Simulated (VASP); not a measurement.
Wanted: the native input for a VASP 6.6.1 run.

- Task: relaxation of cell and atoms
- Functional: PBE
- Dispersion: D3(BJ)
- Potentials or basis: VASP PAW PBE potentials, release 64 (Zr_sv, B)
- Cutoff: 600 eV
- k mesh: 18 × 18 × 14
- Occupations: gaussian, width 0.1 eV
- Spin: no spin polarisation
- Dipole correction: no
- Further INCAR settings: ALGO = Normal; EDIFF = 1e-06; IBRION = 2; EDIFFG = -0.02; NSW = 70; ISIF = 3

The structure of ZrB2 lies in POSCAR:

```
ZrB2
1.0
    3.1675250000      0.0000000000      0.0000000000
   -1.5837620000      2.7431570000      0.0000000000
    0.0000000000      0.0000000000      3.5523880000
Zr B
1 2
Direct
    0.0000000000      0.0000000000      0.0000000000
    0.3333330000      0.6666670000      0.5000000000
    0.6666670000      0.3333330000      0.5000000000
```

These files were run (other wordings do the same):

INCAR

```
SYSTEM = ZrB2
  PREC = Accurate
  ENCUT = 600
  EDIFF = 1E-6
  ISMEAR = 0
  SIGMA = 0.1
  LREAL = .False.
  LASPH = .True.
  NELM = 100
  ALGO = Normal
  ISIF = 3
  LWAVE = .False.
  LCHARG = .False.
  GGA = PE
  IVDW = 12
  IBRION = 2
  NSW = 70
  EDIFFG = -0.02
```

KPOINTS

```
Automatic mesh
0
Gamma
  18 18 14
  0 0 0
```

Potentials or basis: VASP PAW PBE potentials, release 64 (Zr_sv, B).

Command:

```sh
$ cat potpaw_PBE.64/Zr_sv/POTCAR potpaw_PBE.64/B/POTCAR > POTCAR
$ mpirun -np 1 vasp_std > vasp.out
```

It gave:

- Relaxed volume: 10.02 Å³/atom
- Relaxed cell: a = 3.145 Å, b = 3.145 Å, c = 3.509 Å, α = 90.00°, β = 90.00°, γ = 120.00°
- Space group after relaxing (to 0.05 Å): P6/mmm (No. 191)
- Energy gained by relaxing: 5.3 meV/atom
- Ionic steps: 5
- Pressure after relaxing: 0.1 GPa
- Band gap on the k mesh: zero (band 9 reaches 11.45 eV, above the bottom of band 10 at 10.25 eV)
- Dispersion energy per atom: -0.399 eV

Caveat: pairwise dispersion overbinds metals, which lowers pressure and volume.

Run time: 2.8 min on 1 thread of Intel(R) Xeon(R) 6975P-C (Granite Rapids), on a shared host, peak memory 0.3 GiB.
